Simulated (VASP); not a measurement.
# Fe (Im-3m) in VASP: notebook, part 2 of 2

VASP 6.6.1. The steps go on from the part before.

## Step 3: Single point, PBE, collinear spin, ferromagnetic start

INCAR reads:

```
SYSTEM = Fe
ALGO = Normal
EDIFF = 1E-6
ENCUT = 520
GGA = PE
ISIF = 2
ISMEAR = -1
ISPIN = 2
LASPH = .TRUE.
LCHARG = .FALSE.
LMAXMIX = 4
LORBIT = 11
LREAL = .FALSE.
LWAVE = .FALSE.
MAGMOM = 2.5
NBANDS = 14
NELM = 150
PREC = Accurate
SIGMA = 0.06122561905347299
```

KPOINTS reads:

```
k-points
0
G
  24 24 24
  0 0 0
```

POSCAR reads:

```
Fe
1.0
   -1.3716928122      1.3716928122      1.3716928122
    1.3716928122     -1.3716928122      1.3716928122
    1.3716928122      1.3716928122     -1.3716928122
Fe
1
Direct
    0.0000000000      0.0000000000      0.0000000000
```

Potentials or basis: VASP PAW PBE potentials, release 64 (Fe).

Command:

```bash
cat potpaw_PBE.64/Fe/POTCAR > POTCAR
mpirun -np 1 vasp_std > vasp.out
```

OUTCAR:

```text
SYSTEM = Fe
   EDIFF = 1E-6
   ENCUT = 520
   GGA = PE
   ISIF = 2
   ISMEAR = -1
   ISPIN = 2
   LASPH = .TRUE.
   LORBIT = 11
   LREAL = .FALSE.
   NELM = 150
   PREC = Accurate

 ion  position               nearest neighbor table
   1  0.000  0.000  0.000-

  LATTYP: Found a body centered cubic cell.
 ALAT       =     2.7433856244

  Lattice vectors:

 A1 = (  -1.3716928122,   1.3716928122,   1.3716928122)
 A2 = (   1.3716928122,  -1.3716928122,   1.3716928122)
 A3 = (   1.3716928122,   1.3716928122,  -1.3716928122)

Analysis of symmetry for initial positions (statically):
=====================================================================
 Subroutine PRICEL returns:
 Original cell was already a primitive cell.

 Routine SETGRP: Setting up the symmetry group for a
 body centered cubic supercell.

 Subroutine GETGRP returns: Found 48 space group operations
 (whereof 48 operations were pure point group operations)
 out of a pool of 48 trial point group operations.

The static configuration has the point symmetry O_h .

Analysis of symmetry for dynamics (positions and initial velocities):
=====================================================================
 Subroutine PRICEL returns:
 Original cell was already a primitive cell.

 Routine SETGRP: Setting up the symmetry group for a
 body centered cubic supercell.

 Subroutine GETGRP returns: Found 48 space group operations
 (whereof 48 operations were pure point group operations)
 out of a pool of 48 trial point group operations.

The dynamic configuration has the point symmetry O_h .

Analysis of structural, dynamic, and magnetic symmetry:
=====================================================================
 Subroutine PRICEL returns:
 Original cell was already a primitive cell.

 Routine SETGRP: Setting up the symmetry group for a
 body centered cubic supercell.

 Subroutine GETGRP returns: Found 48 space group operations
 (whereof 48 operations were pure point group operations)
 out of a pool of 48 trial point group operations.

The overall configuration has the point symmetry O_h .

 Subroutine INISYM returns: Found 48 space group operations
 (whereof 48 operations are pure point group operations),
 and found     1 'primitive' translations

----------------------------------------------------------------------------------------

                                     Primitive cell

  volume of cell :      10.3236

  direct lattice vectors                    reciprocal lattice vectors
    -1.371692812  1.371692812  1.371692812     0.000000000  0.364513101  0.364513101
     1.371692812 -1.371692812  1.371692812     0.364513101  0.000000000  0.364513101
     1.371692812  1.371692812 -1.371692812     0.364513101  0.364513101  0.000000000

  length of vectors
     2.375841643  2.375841643  2.375841643     0.515499370  0.515499370  0.515499370

  position of ions in fractional coordinates (direct lattice)
     0.000000000  0.000000000  0.000000000

  ion indices of the primitive-cell ions
   primitive index   ion index
                 1           1

----------------------------------------------------------------------------------------

 KPOINTS: k-points

Automatic generation of k-mesh.
 Grid dimensions read from file:
[... 72 lines left out ...]
   ISYM   =      2    0-nonsym 1-usesym 2-fastsym
   POTIM  = 0.5000    time-step for ionic-motion
   TEBEG  =    0.0;   TEEND  =   0.0 temperature during run
   PSTRESS=    0.0 pullay stress
   NELECT =       8.0000    total number of electrons
   NUPDOWN=      -1.0000    fix difference up-down
   EMIN   =  10.00;   EMAX   =-10.00  energy-range for DOS
   EFERMI =   0.00;   METHOD = LEGACY
   ISMEAR =    -1;   SIGMA  =   0.06  broadening in eV -4-tet -1-fermi 0-gaus
   EFERMI_NEDOS =   21; number of points for ismear=-14 and -15
   IALGO  =     38    algorithm
   IMIX   =      4    mixing-type and parameters
     AMIX     =   0.40;   BMIX     =  1.00
     AMIX_MAG =   1.60;   BMIX_MAG =  1.00
  volume/ion in A,a.u.               =      10.32        69.67
  Fermi-wavevector in a.u.,A,eV,Ry     =   1.503700  2.841582 30.764334  2.261115
  Thomas-Fermi vector in A             =   2.614776
   LORBIT       =     11    0 simple, 1 ext, 2 COOP (PROOUT), +10 PAW based schemes
   GGA     = PE    functional components
   LHFCALC =     F    Hartree Fock is set to
   AEXX    =    0.0000 exact exchange contribution
   IVDW    =     0    specifies the selected vdW correction
   LEPSILON=     F    determine dielectric tensor
   LRPA    =     F    only Hartree local field effects (RPA)
 spin polarized calculation
  energy-cutoff  :      520.00
  volume of cell :       10.32
 maximum number of plane-waves:       321
 NGX is ok and might be reduce to    18
   NGX =  9   NGY =  9   NGZ =  9

 number of electron       7.9999991 magnetization       2.0297803

 Free energy of the ion-electron system (eV)
  ---------------------------------------------------
  ext. energy  EPLUGINS =         0.00000000
  ---------------------------------------------------
  free energy    TOTEN  =        -8.18306177 eV

  energy without entropy =       -8.17179029  energy(sigma->0) =       -8.17742603

 E-fermi :   6.9307     XC(G=0): -13.6706

 val. band max:        6.9302809311   @ k =  -0.3750   0.4167   0.0833
 cond. band min:       6.9331747444   @ k =   0.4583   0.0417   0.0000
 fundamental gap:      0.0028938133
 Fermi energy:         6.9306954998

 spin component 1

 k-point     1 :       0.0000    0.0000    0.0000
  band No.  band energies     occupation
      1      -2.1495      1.00000
      2       4.3886      1.00000
      3       4.3886      1.00000
      4       4.3886      1.00000
      5       5.7930      1.00000
      6       5.7930      1.00000
      7      32.8180      0.00000
      8      32.8180      0.00000
      9      32.8180      0.00000
     10      38.5572      0.00000
     11      38.5572      0.00000
     12      41.4659      0.00000
     13      41.4659      0.00000
     14      41.4659      0.00000
[... 379 lines left out ...]
      3       5.8514      1.00000
      4       5.9146      1.00000
      5       6.9332      0.48988
      6       8.0099      0.00000
      7      15.2599      0.00000
      8      25.7984      0.00000
      9      28.3114      0.00000
     10      32.2317      0.00000
     11      36.5460      0.00000
     12      42.7367      0.00000
     13      47.8293      0.00000
     14      49.7445      0.00000

 [... further k-points ...]

 spin component 2

 k-point     1 :       0.0000    0.0000    0.0000
  band No.  band energies     occupation
      1      -1.9586      1.00000
      2       6.1189      1.00000
      3       6.1191      1.00000
      4       6.1191      1.00000
      5       8.4210      0.00000
      6       8.4211      0.00000
      7      32.6248      0.00000
      8      32.6248      0.00000
      9      32.6248      0.00000
     10      38.8120      0.00000
     11      38.8120      0.00000
     12      42.0978      0.00000
     13      42.0978      0.00000
     14      42.0979      0.00000
[... 379 lines left out ...]
      3       7.2500      0.00541
      4       8.2629      0.00000
      5       8.8042      0.00000
      6       9.6660      0.00000
      7      16.5287      0.00000
      8      25.9372      0.00000
      9      28.8659      0.00000
     10      32.6862      0.00000
     11      37.2243      0.00000
     12      42.8286      0.00000
     13      48.0705      0.00000
     14      50.5345      0.00000

 [... further k-points ...]

------------------------ aborting loop because EDIFF is reached ----------------------------------------

  FORCE on cell =-STRESS in cart. coord.  units (eV):
  Direction    XX          YY          ZZ          XY          YZ          ZX
  --------------------------------------------------------------------------------------
  -------------------------------------------------------------------------------------
  Total        1.4661354      1.4661354      1.4661354      0.0000000      0.0000000      0.0000000
  in kB      227.5380715    227.5380715    227.5380715      0.0000000      0.0000000      0.0000000
  external PRESSURE =     227.5380715 kB  Pullay stress =       0.0000000 kB

 VOLUME and BASIS-vectors are now :
 -----------------------------------------------------------------------------
  energy-cutoff  :      520.00
  volume of cell :       10.32
      direct lattice vectors                 reciprocal lattice vectors
    -1.371692812  1.371692812  1.371692812     0.000000000  0.364513101  0.364513101
     1.371692812 -1.371692812  1.371692812     0.364513101  0.000000000  0.364513101
     1.371692812  1.371692812 -1.371692812     0.364513101  0.364513101  0.000000000

 POSITION                                       TOTAL-FORCE (eV/Angst)
 -----------------------------------------------------------------------------------
      0.00000      0.00000      0.00000         0.000000     -0.000000     -0.000000
 -----------------------------------------------------------------------------------
    total drift:                                0.000000      0.000000      0.000000

  FREE ENERGIE OF THE ION-ELECTRON SYSTEM (eV)
  ---------------------------------------------------
  free  energy   TOTEN  =        -8.1830617696 eV

  energy  without entropy=       -8.1717902903  energy(sigma->0) =       -8.17742603

 total charge

# of ion       s       p       d       tot
------------------------------------------
    1        0.531   0.633   6.322   7.487

 magnetization (x)

# of ion       s       p       d       tot
------------------------------------------
    1       -0.012  -0.055   2.077   2.010
```

stdout:

```text
POSCAR found type information on POSCAR Fe
 POSCAR found :  1 types and       1 ions
 scaLAPACK will be used
 LDA part: xc-table for (Slater+PW92), standard interpolation
 POSCAR, INCAR and KPOINTS ok, starting setup
 FFT: planning ... GRIDC
 FFT: planning ... GRID_SOFT
 FFT: planning ... GRID
 WAVECAR not read
 entering main loop
```

Run time: 2.4 min. Hardware: 1 thread of Intel Xeon 8259CL, shared host; peak memory 0.21 GiB.

Results:

```yaml
Free_energy: -8.1831 eV
Pressure: 22.8 GPa
Band_gap_on_the_k_mesh: zero (filled and empty bands overlap)
Net_moment: 2.03 μB per cell
Site_moments: Fe +2.01 μB
Valence_electrons_inside_the_program's_atomic_spheres: Fe 7.49
```

Levels at points of the mesh, in eV from the Fermi level:
Spin up:
```
           k point  band 2  band 3  band 4  band 5  band 6  band 7  band 8  band 9
(0.00, 0.00, 0.00)   -2.54   -2.54   -2.54   -1.14   -1.14   25.89   25.89   25.89
(0.50, 0.00, 0.00)   -3.80   -1.05   -0.91    0.43    0.57    8.22   19.11   21.74
(0.50, 0.50, 0.50)   -5.51    0.26    0.26    0.26   10.58   10.58   10.58   16.62
```
Spin down:
| k point | band 1 | band 2 | band 3 | band 4 | band 5 | band 6 |
| --- | --- | --- | --- | --- | --- | --- |
| (0.00, 0.00, 0.00) | -8.89 | -0.81 | -0.81 | -0.81 | 1.49 | 1.49 |
| (0.50, 0.00, 0.00) | -4.33 | -2.26 | 0.58 | 1.34 | 1.79 | 2.59 |
| (0.50, 0.50, 0.50) | -3.80 | -3.80 | 2.25 | 2.25 | 2.25 | 10.86 |

Caveat: the cell stands under pressure.
